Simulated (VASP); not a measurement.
A run of VASP 6.6.1 is set up as follows.

INCAR

```
SYSTEM = In
  ALGO = Normal
  EDIFF = 1E-6
  ENCUT = 520
  ISIF = 2
  ISMEAR = -1
  LASPH = .TRUE.
  LCHARG = .FALSE.
  LREAL = .FALSE.
  LWAVE = .FALSE.
  NBANDS = 12
  NELM = 80
  PREC = Accurate
  SIGMA = 0.05
```

Contents of KPOINTS:

```
k-points
0
G
  11 11 11
  0 0 0
```

File POSCAR:

```
In
1.0
   -1.6254700000      1.6254700000      2.4737000000
    1.6254700000     -1.6254700000      2.4737000000
    1.6254700000      1.6254700000     -2.4737000000
In
1
Direct
    0.0000000000      0.0000000000      0.0000000000
```

Potentials or basis: VASP PAW LDA potentials, release 64 (In_d).

Launch:

```sh
$ cat potpaw_LDA.64/In_d/POTCAR > POTCAR
$ mpirun -np 1 vasp_std > vasp.out
```

Question: What does it give for the pressure?

Answer: -2.5 GPa.

Stress tensor (GPa, compression positive):
```
-2.49  0.00  0.00
 0.00 -2.49  0.00
 0.00  0.00 -2.63
```
